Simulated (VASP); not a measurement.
Al3InAs4: single point with PBE

The system is Al3InAs4.

```
CELL_PARAMETERS angstrom
-4.14342 0.00011 -0.00017
-0.00018 4.14528 5.78433
-0.00006 4.14718 -5.78381
ATOMIC_POSITIONS crystal
Al 0.99996 0.00082 0.99917
Al 0.49999 0.50163 0.00154
Al 0.49996 0.99846 0.49840
In 0.00010 0.50013 0.49981
As 0.99995 0.89070 0.62947
As 0.50009 0.36223 0.63778
As 0.99999 0.37054 0.10928
As 0.49996 0.87550 0.12455
```

```json
{"Program": "VASP 6.6.1", "Task": "single point", "Functional": "PBE", "Potentials or basis": "VASP PAW PBE potentials, release 64 (Al, In_d, As)", "Cutoff": "520 eV", "k mesh": "4 × 2 × 2", "Occupations": "gaussian, width 0.1 eV", "Spin": "no spin polarisation"}
```

- Pressure: 0.1 GPa
- Largest force: 0.015 eV/Å
- Band gap on the k mesh: 0.99 eV

Forces on the atoms (eV/Å):
```
Al   0.000  0.000  0.004
Al   0.000 -0.008 -0.008
Al   0.000  0.008 -0.007
In   0.000  0.000 -0.003
As   0.000 -0.004 -0.001
As   0.000  0.000  0.015
As   0.000  0.004 -0.001
As   0.000  0.000  0.002
```

Levels at points of the mesh, in eV from the valence-band top:
| k point | band 18 | band 19 | band 20 | band 21 | band 22 | band 23 | band 24 | band 25 |
| --- | --- | --- | --- | --- | --- | --- | --- | --- |
| (0.00, 0.00, 0.00) | -0.93 | -0.15 | -0.13 | 0.00 | 0.99 | 1.25 | 1.62 | 1.65 |
| (0.50, 0.00, 0.00) | -2.85 | -2.65 | -1.28 | -0.92 | 2.71 | 3.05 | 4.21 | 4.24 |
| (0.00, 0.50, 0.00) | -0.86 | -0.79 | -0.41 | -0.34 | 1.82 | 2.02 | 2.12 | 2.52 |
| (0.00, 0.00, 0.50) | -0.86 | -0.79 | -0.41 | -0.34 | 1.82 | 2.02 | 2.12 | 2.52 |
| (0.50, 0.50, 0.00) | -1.83 | -1.82 | -1.63 | -1.40 | 2.17 | 2.18 | 2.35 | 2.71 |
| (0.50, 0.00, 0.50) | -1.83 | -1.82 | -1.63 | -1.41 | 2.17 | 2.17 | 2.34 | 2.71 |
| (0.00, 0.50, 0.50) | -1.48 | -1.28 | -1.27 | -0.73 | 2.15 | 2.29 | 2.72 | 3.02 |
| (0.50, 0.50, 0.50) | -1.25 | -0.93 | -0.82 | -0.81 | 1.27 | 1.37 | 1.42 | 1.72 |

Wall time 2.5 min on 1 thread of Intel Xeon 8259CL, with other jobs on the host, peak memory 0.32 GiB.

Caveat: the k points lie up to 0.47 Å⁻¹ apart; spin-orbit coupling is left out, which moves the levels of the heavy elements. A k mesh can miss the band edges.
